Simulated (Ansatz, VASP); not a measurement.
**Two plane-wave programs on KZnF3**

```xyz
5
Lattice="3.9847 0.0000 0.0000 0.0000 3.9847 0.0000 0.0000 0.0000 4.1839" Properties=species:S:1:pos:R:3 pbc="T T T"
K     0.0000    0.0000    0.0000
Zn    1.9923    1.9923    2.0919
F     1.9923    1.9923    0.0000
F     0.0000    1.9923    2.0919
F     1.9923    0.0000    2.0919
```

Alike in both runs: task single point; functional r2SCAN; k mesh 6 × 6 × 6; occupations gaussian, width 0.05 eV; no spin polarisation.

|  | VASP | Ansatz |
| --- | --- | --- |
| version | VASP 6.6.1 | Ansatz 0.2.0 |
| potentials or method | VASP PAW PBE potentials, release 64 (K_sv, Zn, F), cutoff 520 eV | scalar-relativistic, plane waves, PAW |
| valence electrons in the cell | 42 | 42 |

|  | VASP | Ansatz | Ansatz less VASP |
| --- | --- | --- | --- |
| gap on the k mesh at the Fermi level (eV) | 4.43 | 4.48 | +0.053 |
| least direct gap on the mesh (eV) | 6.52 | 6.55 | +0.025 |
| pressure (GPa) | 0.5 | 0.1 | -0.42 |
| traceless stress, the component that is largest in VASP (GPa) | -2.92 | -2.74 | +0.179 |

VASP's potentials were made for PBE, not for r2SCAN. With one functional, cell and mesh, what is left measures potentials, basis and numerics.
